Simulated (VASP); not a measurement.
Hg: single point with PBE

Crystal: Hg.

```
CELL_PARAMETERS angstrom
2.23398 -2.04586 0.00000
2.23398 2.04586 0.00000
-0.34874 0.00000 3.03980
ATOMIC_POSITIONS crystal
Hg 0.50000 0.50000 0.50000
```

```
Program                : VASP 6.6.1
Task                   : single point
Functional             : PBE
Potentials or basis    : VASP PAW PBE potentials, release 64 (Hg)
Cutoff                 : 520 eV
k mesh                 : 6 × 6 × 6
Occupations            : gaussian, width 0.024 eV
Spin                   : no spin polarisation
Dipole correction      : no
Further INCAR settings : ALGO = Normal; EDIFF = 1e-06; NBANDS = 12
```

```json
{
 "Pressure": "0.6 GPa",
 "Band gap on the k mesh": "zero (band 6 reaches 4.99 eV, above the bottom of band 7 at 0.11 eV)"
}
```

Stress tensor (GPa, compression positive):
```
 1.44  0.00 -0.44
 0.00  0.55  0.00
-0.44  0.00 -0.05
```

Levels at points of the mesh, in eV from the Fermi level:
| k point | band 2 | band 3 | band 4 | band 5 | band 6 | band 7 | band 8 | band 9 | band 10 | band 11 |
| --- | --- | --- | --- | --- | --- | --- | --- | --- | --- | --- |
| (0.00, 0.00, 0.00) | -7.69 | -7.65 | -5.80 | -5.79 | -5.75 | 9.91 | 10.24 | 10.33 | 13.52 | 15.23 |
| (0.50, 0.00, 0.00) | -7.36 | -6.38 | -6.29 | -5.74 | -2.60 | -1.40 | 12.84 | 13.12 | 15.41 | 16.11 |
| (0.50, 0.50, 0.00) | -7.25 | -6.28 | -6.24 | -5.18 | 0.71 | 1.17 | 2.43 | 7.63 | 15.10 | 18.26 |
| (0.00, 0.00, 0.50) | -7.43 | -6.34 | -6.26 | -5.72 | -2.76 | -1.43 | 13.08 | 13.09 | 15.52 | 16.11 |
| (0.50, 0.00, 0.50) | -7.33 | -6.25 | -6.21 | -5.22 | 0.58 | 1.13 | 2.31 | 7.54 | 15.30 | 18.41 |
| (0.50, 0.50, 0.50) | -7.16 | -7.12 | -5.20 | -5.16 | 3.45 | 4.12 | 5.59 | 5.59 | 9.14 | 10.56 |

Run time: 18 s on 1 thread of Intel Xeon 8259CL (shared host), peak memory 0.15 GiB.

Caveat: spin-orbit coupling is left out, which moves the levels of the heavy elements.
